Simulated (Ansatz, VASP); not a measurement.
Ru: VASP beside Ansatz

The input INCAR:

```
PREC = Accurate
ENCUT = 520
EDIFF = 1E-6
ISMEAR = 1
SIGMA = 0.2
LREAL = False
LASPH = True
NELM = 60
ALGO = Normal
ISIF = 2
LWAVE = False
LCHARG = True
GGA = CA
LELF = True
LVHAR = True
NBANDS = 21
```

The input KPOINTS:

```
regular mesh
0
Gamma
  13 13 8
```

POSCAR

```
Ru
1.0
    2.6775346364      0.0000000000      0.0000000000
   -1.3387673182      2.3188130146      0.0000000000
    0.0000000000      0.0000000000      4.2181251212
Ru
2
Direct
    0.3333333333      0.6666666667      0.2500000000
    0.6666666667      0.3333333333      0.7500000000
```

Input for Ansatz:

```yaml
crystal:
  lattice:
    - [2.6775346364, 0.0, 0.0]
    - [-1.3387673182, 2.3188130146, 0.0]
    - [0.0, 0.0, 4.2181251212]
  atoms:
    - { symbol: Ru, position: [0.3333333333, 0.6666666667, 0.25] }
    - { symbol: Ru, position: [0.6666666667, 0.3333333333, 0.75] }
hamiltonian:
  xc: lda
  pseudopotentials:
    kind: paw
    azcp:
      Ru: "pseudopotentials/Ru.paw.azcp"
basis:
  ecutwfc: 420
  fft_grid_basis: typed
kpoints:
  mp_grid: { grid: [13, 13, 8], shift: [0, 0, 0] }
magnetization:
  spin_polarized: false
scf:
  occupations: { method: methfessel_paxton, width: 0.2 }
  lower_state_search: "off"
output:
  stress: true
```

Alike in both runs: task single point; functional LDA; k mesh 13 × 13 × 8; occupations methfessel-paxton of order 1, width 0.2 eV; no spin polarisation.

```csv
,VASP,Ansatz
version,VASP 6.6.1,Ansatz 0.2.0
potentials or method,"VASP PAW LDA potentials, release 64 (Ru_pv), cutoff 520 eV","plane waves (420 eV) with PAW, scalar-relativistic"
valence electrons in the cell,28,32
```

|  | VASP | Ansatz | Ansatz less VASP |
| --- | --- | --- | --- |
| pressure (GPa) | 0.7 | -0.2 | -0.98 |
| traceless stress, the component that is largest in VASP (GPa) | -0.39 | -0.45 | -0.062 |

Ansatz warns that its potentials were made for another functional, while VASP's fit it. LDA's correlation is that of Perdew and Zunger in VASP and of Perdew and Wang (1992) in Ansatz. VASP's potentials hold 28 valence electrons a cell and Ansatz's 32, so a difference there can come from the potentials and not from the codes.
